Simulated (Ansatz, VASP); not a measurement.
# CsLaO3 in VASP and in Ansatz

File INCAR:

```
PREC = Accurate ; ENCUT = 520
EDIFF = 1E-6 ; ISMEAR = 1
SIGMA = 0.05 ; LREAL = False
LASPH = True ; NELM = 60
ALGO = Normal ; ISIF = 2
LWAVE = False ; LCHARG = True
LELF = True ; LVHAR = True
NBANDS = 27
```

File KPOINTS:

```
regular mesh
0
Gamma
  5 5 5
```

File POSCAR:

```
CsLaO3
1.0
    4.7653500000      0.0000000000      0.0000000000
    0.0000000000      4.7653500000      0.0000000000
    0.0000000000      0.0000000000      4.7653500000
Cs La O
1 1 3
Direct
    0.0000000000      0.0000000000      0.0000000000
    0.5000000000      0.5000000000      0.5000000000
    0.5000000000      0.5000000000      0.0209848175
    0.5000000000      0.0000000000      0.5000000000
    0.0000000000      0.5000000000      0.5000000000
```

Input for Ansatz:

```yaml
crystal:
  lattice:
    - [4.76535, 0.0, 0.0]
    - [0.0, 4.76535, 0.0]
    - [0.0, 0.0, 4.76535]
  atoms:
    - { symbol: Cs, position: [0.0, 0.0, 0.0] }
    - { symbol: La, position: [0.5, 0.5, 0.5] }
    - { symbol: O, position: [0.5, 0.5, 0.02098481748454993] }
    - { symbol: O, position: [0.5, 0.0, 0.5] }
    - { symbol: O, position: [0.0, 0.5, 0.5] }
kpoints:
  mp_grid:
    grid: [5, 5, 5]
hamiltonian:
  xc: lda
scf:
  convergence:
    dr2_threshold: 1.0e-09
  occupations:
    method: cold
    width: 0.05
output:
  forces: true
```

Alike in both runs: task single point; functional LDA; k mesh 5 × 5 × 5; no spin polarisation.

```csv
,VASP,Ansatz
version,VASP 6.6.1,Ansatz 0.2.0
potentials or method,"VASP PAW LDA potentials, release 64 (Cs_sv, La, O)","plane waves, PAW"
plane-wave cutoff (eV),520,420
occupations,"methfessel-paxton of order 1, width 0.05 eV","cold, width 0.05 eV"
valence electrons in the cell,38,38
```

```tsv
	VASP	Ansatz	Ansatz less VASP
rms of the force components (eV/Å)	0.108	0.110	+0.0022
```

LDA's correlation is that of Perdew and Zunger in VASP and of Perdew and Wang (1992) in Ansatz. Atom by atom the forces differ by 0.003 eV/Å (rms over components).

Spin-orbit coupling is off throughout.
